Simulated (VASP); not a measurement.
# BiTe (I4mm) in VASP: a series of runs

Runs on BiTe. Level: PBE. Tasks: single point.

All numbers are computed with VASP 6.6.1; they aren't measurements. Logs are shortened: lines on timing, memory, paths and dates and some standing lists are left out, and cuts for length are marked.

**1. The cell of the first run**

The structure is tetragonal, space group I4mm (No. 107). The conventional cell has a = 4.575 Å, b = 4.575 Å, c = 6.470 Å, α = 90.00°, β = 90.00°, γ = 90.00°. Within 4.1 Å of Bi (site symmetry 4mm) lie 6 Te at 3.14 to 3.33 Å. Te (site symmetry 4mm) has 6 Bi at 3.14 to 3.33 Å within 4.1 Å.

**2. Single point, PBE**

INCAR

```
PREC = Accurate
ENCUT = 520
EDIFF = 1E-6
ISMEAR = 0
SIGMA = 0.15
LREAL = False
LASPH = True
NELM = 60
ALGO = Normal
ISIF = 2
LWAVE = False
LCHARG = True
GGA = PE
LELF = True
LVHAR = True
NBANDS = 18
```

KPOINTS

```
Automatic mesh
0
Gamma
  14 14 14
```

POSCAR

```
BiTe
1.0
    0.0000000000      3.2350000000      3.2350000000
    3.2350000000      0.0000000000      3.2350000000
    3.2350000000      3.2350000000      0.0000000000
Bi Te
1 1
Direct
    0.0154559505      0.0154559505     -0.0154559505
    0.5000000000      0.5000000000      0.5000000000
```

Potentials or basis: VASP PAW PBE potentials, release 64 (Bi_d, Te).

On the command line:

```sh
cat potpaw_PBE.64/Bi_d/POTCAR potpaw_PBE.64/Te/POTCAR > POTCAR
mpirun -np 1 vasp_std > vasp.out
```

OUTCAR:

```text
PREC = Accurate
   ENCUT = 520
   EDIFF = 1E-6
   ISMEAR = 0
   LREAL = False
   LASPH = True
   NELM = 60
   ISIF = 2
   GGA = PE

 ion  position               nearest neighbor table
   1  0.015  0.015  0.985-   2 3.14   2 3.24   2 3.24   2 3.24   2 3.24   2 3.33
   2  0.500  0.500  0.500-   1 3.14   1 3.24   1 3.24   1 3.24   1 3.24   1 3.33

  LATTYP: Found a face centered cubic cell.
 ALAT       =     6.4700000000

  Lattice vectors:

 A1 = (   0.0000000000,   3.2350000000,   3.2350000000)
 A2 = (   3.2350000000,   0.0000000000,   3.2350000000)
 A3 = (   3.2350000000,   3.2350000000,   0.0000000000)

Analysis of symmetry for initial positions (statically):
=====================================================================
 Subroutine PRICEL returns:
 Original cell was already a primitive cell.

 Routine SETGRP: Setting up the symmetry group for a
 face centered cubic supercell.

 Subroutine GETGRP returns: Found  8 space group operations
 (whereof  8 operations were pure point group operations)
 out of a pool of 48 trial point group operations.

The static configuration has the point symmetry C_4v.

Analysis of symmetry for dynamics (positions and initial velocities):
=====================================================================
 Subroutine PRICEL returns:
 Original cell was already a primitive cell.

 Routine SETGRP: Setting up the symmetry group for a
 face centered cubic supercell.

 Subroutine GETGRP returns: Found  8 space group operations
 (whereof  8 operations were pure point group operations)
 out of a pool of 48 trial point group operations.

The dynamic configuration has the point symmetry C_4v.

 Subroutine INISYM returns: Found  8 space group operations
 (whereof  8 operations are pure point group operations),
 and found     1 'primitive' translations

----------------------------------------------------------------------------------------

                                     Primitive cell

  volume of cell :      67.7100

  direct lattice vectors                    reciprocal lattice vectors
     0.000000000  3.235000000  3.235000000    -0.154559505  0.154559505  0.154559505
     3.235000000  0.000000000  3.235000000     0.154559505 -0.154559505  0.154559505
     3.235000000  3.235000000  0.000000000     0.154559505  0.154559505 -0.154559505

  length of vectors
     4.574980874  4.574980874  4.574980874     0.267704916  0.267704916  0.267704916

  position of ions in fractional coordinates (direct lattice)
     0.015455950  0.015455950  0.984544050
     0.500000000  0.500000000  0.500000000

  ion indices of the primitive-cell ions
   primitive index   ion index
                 1           1
                 2           2

----------------------------------------------------------------------------------------

 KPOINTS: Automatic mesh

Automatic generation of k-mesh.
 Grid dimensions read from file:
 generate k-points for:   14   14   14

 Generating k-lattice:

  Cartesian coordinates                     Fractional coordinates (reciprocal lattice)
    -0.011039965  0.011039965  0.011039965     0.071428571  0.000000000  0.000000000
     0.011039965 -0.011039965  0.011039965     0.000000000  0.071428571  0.000000000
     0.011039965  0.011039965 -0.011039965     0.000000000  0.000000000  0.071428571

  Length of vectors
     0.019121780  0.019121780  0.019121780

  Shift w.r.t. Gamma in fractional coordinates (k-lattice)
     0.000000000  0.000000000  0.000000000

 Subroutine IBZKPT returns following result:
 ===========================================

 Found    244 irreducible k-points:

 Following reciprocal coordinates:
            Coordinates               Weight
  0.000000  0.000000  0.000000      1.000000
  0.071429  0.000000  0.000000      8.000000
  0.142857  0.000000  0.000000      8.000000
  0.214286  0.000000  0.000000      8.000000
  0.285714  0.000000  0.000000      8.000000
  0.357143  0.000000  0.000000      8.000000
[... 16 lines left out ...]
 -0.428571  0.071429  0.000000      8.000000
  0.000000 -0.428571  0.071429     16.000000
 [... further k-points ...]
   k-points           NKPTS =    244   k-points in BZ     NKDIM =    244   number of bands    NBANDS=     18
   number of dos      NEDOS =    301   number of ions     NIONS =      2
   total plane-waves  NPLWV =  46656
   dimension x,y,z NGX =    36 NGY =   36 NGZ =   36
   dimension x,y,z NGXF=    72 NGYF=   72 NGZF=   72
   ions per type =               1   1
   NGX,Y,Z   is equivalent  to a cutoff of  13.08, 13.08, 13.08 a.u.
   NGXF,Y,Z  is equivalent  to a cutoff of  26.16, 26.16, 26.16 a.u.
 SYSTEM =  unknown system
   PREC   = accura    normal or accurate (medium, high low for compatibility)
   ISTART =      0    job   : 0-new  1-cont  2-samecut
   ICHARG =      2    charge: 1-file 2-atom 10-const
   ISPIN  =      1    spin polarized calculation?
   LNONCOLLINEAR =      F non collinear calculations
   LSORBIT =      F    spin-orbit coupling
   LASPH  =      T    aspherical Exc in radial PAW
   ENCUT  =  520.0 eV  38.22 Ry    6.18 a.u.   8.51  8.51  8.51*2*pi/ulx,y,z
   NELM   =     60;   NELMIN=  2; NELMDL= -5     # of ELM steps
   EDIFF  = 0.1E-05   stopping-criterion for ELM
   LREAL  =      F    real-space projection
   EDIFFG = 0.1E-04   stopping-criterion for IOM
   NSW    =      0    number of steps for IOM
   IBRION =     -1    ionic relax: 0-MD 1-quasi-New 2-CG
   NFREE  =      0    steps in history (QN), initial steepest desc. (CG)
   ISIF   =      2    stress and relaxation
   ISYM   =      2    0-nonsym 1-usesym 2-fastsym
   POTIM  = 0.5000    time-step for ionic-motion
   TEBEG  =    0.0;   TEEND  =   0.0 temperature during run
   PSTRESS=    0.0 pullay stress
   NELECT =      21.0000    total number of electrons
   NUPDOWN=      -1.0000    fix difference up-down
   EMIN   =  10.00;   EMAX   =-10.00  energy-range for DOS
   EFERMI =   0.00;   METHOD = LEGACY
   ISMEAR =     0;   SIGMA  =   0.15  broadening in eV -4-tet -1-fermi 0-gaus
   EFERMI_NEDOS =   21; number of points for ismear=-14 and -15
   IALGO  =     38    algorithm
   IMIX   =      4    mixing-type and parameters
     AMIX     =   0.40;   BMIX     =  1.00
     AMIX_MAG =   1.60;   BMIX_MAG =  1.00
  volume/ion in A,a.u.               =      33.86       228.46
  Fermi-wavevector in a.u.,A,eV,Ry     =   1.108146  2.094092 16.707785  1.227988
  Thomas-Fermi vector in A             =   2.244669
   LORBIT       =      0    0 simple, 1 ext, 2 COOP (PROOUT), +10 PAW based schemes
   GGA     = PE    functional components
   LHFCALC =     F    Hartree Fock is set to
   AEXX    =    0.0000 exact exchange contribution
   IVDW    =     0    specifies the selected vdW correction
   LEPSILON=     F    determine dielectric tensor
   LRPA    =     F    only Hartree local field effects (RPA)
 non-spin polarized calculation
 Gauss-broadening in eV      SIGMA  =   0.15
  energy-cutoff  :      520.00
  volume of cell :       67.71
 maximum number of plane-waves:      1845
 NGX is ok and might be reduce to    36
   NGX = 17   NGY = 17   NGZ = 17

 number of electron      21.0000000 magnetization

 Free energy of the ion-electron system (eV)
  ---------------------------------------------------
  ext. energy  EPLUGINS =         0.00000000
  ---------------------------------------------------
  free energy    TOTEN  =        -7.16732109 eV

  energy without entropy =       -7.15132993  energy(sigma->0) =       -7.15932551

 E-fermi :   6.6833     XC(G=0):  -9.4328

 val. band max:        6.6794919373   @ k =   0.0000  -0.4286   0.1429
 cond. band min:       6.6917968313   @ k =   0.1429  -0.3571   0.3571
 fundamental gap:      0.0123048940
 Fermi energy:         6.6833476488

 k-point     1 :       0.0000    0.0000    0.0000
  band No.  band energies     occupation
      1     -16.5007      2.00000
      2     -16.4953      2.00000
      3     -16.4953      2.00000
      4     -16.4942      2.00000
      5     -16.4913      2.00000
      6      -6.8832      2.00000
[... 10 lines left out ...]
     17      12.7559      0.00000
     18      13.2023      0.00000

 k-point     2 :       0.0714    0.0000    0.0000
  band No.  band energies     occupation
      1     -16.5009      2.00000
      2     -16.4951      2.00000
      3     -16.4951      2.00000
      4     -16.4942      2.00000
      5     -16.4911      2.00000
      6      -6.8376      2.00000
[... 10 lines left out ...]
     17      13.0839      0.00000
     18      13.5584      0.00000

 k-point     3 :       0.1429    0.0000    0.0000
  band No.  band energies     occupation
      1     -16.5014      2.00000
      2     -16.4954      2.00000
      3     -16.4947      2.00000
      4     -16.4936      2.00000
      5     -16.4904      2.00000
      6      -6.7015      2.00000
[... 10 lines left out ...]
     17      13.8921      0.00000
     18      14.2880      0.00000

 k-point     4 :       0.2143    0.0000    0.0000
  band No.  band energies     occupation
      1     -16.5022      2.00000
      2     -16.4964      2.00000
      3     -16.4941      2.00000
      4     -16.4921      2.00000
      5     -16.4894      2.00000
      6      -6.4769      2.00000
[... 10 lines left out ...]
     17      14.9172      0.00000
     18      15.2690      0.00000

 k-point     5 :       0.2857    0.0000    0.0000
  band No.  band energies     occupation
      1     -16.5032      2.00000
      2     -16.4975      2.00000
      3     -16.4935      2.00000
      4     -16.4905      2.00000
      5     -16.4881      2.00000
      6      -6.1678      2.00000
[... 10 lines left out ...]
     17      15.8669      0.00000
     18      16.3978      0.00000

 k-point     6 :       0.3571    0.0000    0.0000
  band No.  band energies     occupation
      1     -16.5042      2.00000
      2     -16.4985      2.00000
      3     -16.4930      2.00000
      4     -16.4890      2.00000
      5     -16.4868      2.00000
      6      -5.7814      2.00000
[... 10 lines left out ...]
     17      16.0467      0.00000
     18      17.3707      0.00000

 k-point     7 :       0.4286    0.0000    0.0000
  band No.  band energies     occupation
      1     -16.5048      2.00000
      2     -16.4992      2.00000
      3     -16.4926      2.00000
      4     -16.4879      2.00000
      5     -16.4859      2.00000
      6      -5.3348      2.00000
[... 10 lines left out ...]
     17      15.2764      0.00000
     18      16.5664      0.00000

 k-point     8 :       0.5000    0.0000    0.0000
  band No.  band energies     occupation
      1     -16.5050      2.00000
      2     -16.4995      2.00000
      3     -16.4925      2.00000
      4     -16.4875      2.00000
      5     -16.4855      2.00000
      6      -4.9839      2.00000
[... 10 lines left out ...]
     17      14.8517      0.00000
     18      15.8614      0.00000
[... 229 lines left out ...]
     17      15.3369      0.00000
     18      16.3943      0.00000

 k-point    20 :       0.0000    0.4286    0.0714
  band No.  band energies     occupation
      1     -16.5044      2.00000
      2     -16.4992      2.00000
      3     -16.4928      2.00000
      4     -16.4885      2.00000
      5     -16.4857      2.00000
      6      -5.4604      2.00000
[... 10 lines left out ...]
     17      15.3406      0.00000
     18      16.4031      0.00000

 k-point    21 :       0.5000    0.0714    0.0000
  band No.  band energies     occupation
      1     -16.5055      2.00000
      2     -16.4989      2.00000
      3     -16.4922      2.00000
      4     -16.4875      2.00000
      5     -16.4860      2.00000
      6      -5.0235      2.00000
[... 10 lines left out ...]
     17      14.9474      0.00000
     18      15.9271      0.00000

 k-point    22 :       0.0000    0.5000    0.0714
  band No.  band energies     occupation
      1     -16.5048      2.00000
      2     -16.4995      2.00000
      3     -16.4924      2.00000
      4     -16.4879      2.00000
      5     -16.4854      2.00000
      6      -5.0273      2.00000
[... 10 lines left out ...]
     17      14.9658      0.00000
     18      15.9361      0.00000

 k-point    23 :      -0.4286    0.0714    0.0000
  band No.  band energies     occupation
      1     -16.5051      2.00000
      2     -16.4991      2.00000
      3     -16.4924      2.00000
      4     -16.4879      2.00000
      5     -16.4857      2.00000
      6      -5.1567      2.00000
[... 10 lines left out ...]
     17      15.3043      0.00000
     18      16.2983      0.00000

 k-point    24 :       0.0000   -0.4286    0.0714
  band No.  band energies     occupation
      1     -16.5049      2.00000
      2     -16.4993      2.00000
      3     -16.4924      2.00000
      4     -16.4878      2.00000
      5     -16.4858      2.00000
      6      -5.1560      2.00000
[... 10 lines left out ...]
     17      15.3078      0.00000
     18      16.2926      0.00000

 [... further k-points ...]

------------------------ aborting loop because EDIFF is reached ----------------------------------------

  FORCE on cell =-STRESS in cart. coord.  units (eV):
  Direction    XX          YY          ZZ          XY          YZ          ZX
  --------------------------------------------------------------------------------------
  -------------------------------------------------------------------------------------
  Total        0.3291275      0.3291275      0.4357707      0.0000000      0.0000000      0.0000000
  in kB        7.7879268      7.7879268     10.3113549      0.0000000      0.0000000      0.0000000
  external PRESSURE =       8.6290695 kB  Pullay stress =       0.0000000 kB

 VOLUME and BASIS-vectors are now :
 -----------------------------------------------------------------------------
  energy-cutoff  :      520.00
  volume of cell :       67.71
      direct lattice vectors                 reciprocal lattice vectors
     0.000000000  3.235000000  3.235000000    -0.154559505  0.154559505  0.154559505
     3.235000000  0.000000000  3.235000000     0.154559505 -0.154559505  0.154559505
     3.235000000  3.235000000  0.000000000     0.154559505  0.154559505 -0.154559505

 POSITION                                       TOTAL-FORCE (eV/Angst)
 -----------------------------------------------------------------------------------
      3.23500      3.23500      0.10000         0.000000      0.000000     -0.253386
      3.23500      3.23500      3.23500         0.000000      0.000000      0.253386
 -----------------------------------------------------------------------------------
    total drift:                                0.000000      0.000000      0.000224

  FREE ENERGIE OF THE ION-ELECTRON SYSTEM (eV)
  ---------------------------------------------------
  free  energy   TOTEN  =        -7.1673210866 eV

  energy  without entropy=       -7.1513299272  energy(sigma->0) =       -7.15932551
```

Run time: 96 s. Hardware: 1 thread of Intel Xeon 6975P-C (Granite Rapids), shared host; peak memory 0.43 GiB.

Results:

```
Free energy            : -7.1673 eV
Pressure               : 0.9 GPa
Largest force          : 0.253 eV/Å
Band gap on the k mesh : zero (an odd number of electrons rules out a gap without spin polarisation)
```

Forces in eV/Å, atoms in the order of the input:
```
Bi   0.000  0.000 -0.253
Te   0.000  0.000  0.253
```

Stress tensor (GPa, compression positive):
```
0.78 0.00 0.00
0.00 0.78 0.00
0.00 0.00 1.03
```

Caveat: the cell differs from its parent crystal (all Bi atoms moved -0.100 Å, as atom 1 towards its neighbour atom 2 (Te) at 3.235 Å); spin-orbit coupling is left out, which moves the levels of the heavy elements.

[end of part 1 of 2]
